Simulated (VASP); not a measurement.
A run of VASP 6.6.1:

INCAR

```
SYSTEM = LiHf32Si32O128
PREC = Accurate
ENCUT = 520
EDIFF = 1E-6
ISMEAR = -1
SIGMA = 0.01
LREAL = Auto
LASPH = .True.
NELM = 100
ALGO = Normal
ISIF = 2
LWAVE = .False.
LCHARG = .False.
GGA = PE
NBANDS = 712
NELECT = 1218.0
LUSENCCL = .False.
```

KPOINTS

```
Automatic mesh
0
Gamma
  1 1 1
  0 0 0
```

Contents of POSCAR:

```
LiHf32Si32O128
1.0
   13.2930558500      0.0000000000      0.0000000000
    0.0000000000     13.2930558500      0.0000000000
    0.0000000000      0.0000000000     12.0294699300
Hf Si O Li
32 32 128 1
Direct
   -0.0001909268     -0.0001597074     -0.0004232107
    0.2500288901      0.2499187574      0.2497474966
   -0.0001718943      0.2496882611      0.1248665160
    0.2502062759      0.0003925358      0.3744667908
    0.0001606102      0.0018468289      0.4984895457
    0.2499252269      0.2499204876      0.7498515772
[... 185 lines left out ...]
    0.8436853893      0.7424919530      0.5911512345
    0.8714184406      0.6178728272      0.6655109532
```

Potentials or basis: VASP PAW PBE potentials, release 64 (Hf_pv, Si, O, Li_sv).

Command:

```console
$ cat potpaw_PBE.64/Hf_pv/POTCAR potpaw_PBE.64/Si/POTCAR potpaw_PBE.64/O/POTCAR potpaw_PBE.64/Li_sv/POTCAR > POTCAR
$ mpirun -np 1 vasp_gam > vasp.out
```

Hardware: 1 × NVIDIA H100 80GB with 1 thread of AMD EPYC 7R13 Processor (Zen 3), with other jobs on the host.

Q: How long does it take, and how much memory?

A: Wall time 4.9 min on 1 × NVIDIA H100 80GB with 1 thread of AMD EPYC 7R13 Processor (Zen 3), with other jobs on the host, peak memory 2.5 GiB. Counts: scf iterations 18, k points 1.
